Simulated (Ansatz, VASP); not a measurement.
## NaCl: VASP beside Ansatz

The input INCAR:

```
PREC = Accurate
ENCUT = 500
EDIFF = 1E-6
ISMEAR = 0
SIGMA = 0.01
LREAL = F
LASPH = T
NELM = 120
ALGO = Normal
ISIF = 2
LWAVE = F
LCHARG = T
GGA = PE
LELF = T
LVHAR = T
NBANDS = 14
GGA_COMPAT = F
```

Contents of KPOINTS:

```
Automatic mesh
0
Gamma
  4 4 4
```

Contents of POSCAR:

```
NaCl
1.0
    0.0000000000      2.8100000000      2.8100000000
    2.8100000000      0.0000000000      2.8100000000
    2.8100000000      2.8100000000      0.0000000000
Na Cl
1 1
Direct
   -0.0012099078     -0.0034822025      0.0014226663
    0.5007846403      0.5022582502      0.4990773786
```

Input for Ansatz:

```yaml
crystal:
  lattice:
    - [0.0, 2.81, 2.81]
    - [2.81, 0.0, 2.81]
    - [2.81, 2.81, 0.0]
  atoms:
    - { symbol: Na, position: [-0.0012099077853075266, -0.0034822025233124144, 0.0014226662871505283] }
    - { symbol: Cl, position: [0.5007846403309035, 0.5022582501586899, 0.49907737863797086] }
basis:
  ecutwfc: 420.0
kpoints:
  mp_grid:
    grid: [4, 4, 4]
hamiltonian:
  xc: pbe
scf:
  occupations:
    method: fixed
output:
  forces: true
```

Alike in both runs: task single point; functional PBE; k mesh 4 × 4 × 4; no spin polarisation.

```csv
,VASP,Ansatz
version,VASP 6.6.1,Ansatz 0.2.0
potentials or method,"VASP PAW PBE potentials, release 64 (Na_pv, Cl), cutoff 500 eV","plane waves, PAW"
occupations,"gaussian, width 0.01 eV",fixed
valence electrons in the cell,14,16
```

|  | VASP | Ansatz | Ansatz less VASP |
| --- | --- | --- | --- |
| rms of the force components (eV/Å) | 0.020 | 0.020 | -0.0001 |

Atom by atom the forces differ by 0.000 eV/Å (rms over components). VASP's potentials hold 14 valence electrons a cell and Ansatz's 16, so a difference there can come from the potentials and not from the codes.

The k mesh is coarse, so the values compare programs but aren't converged.
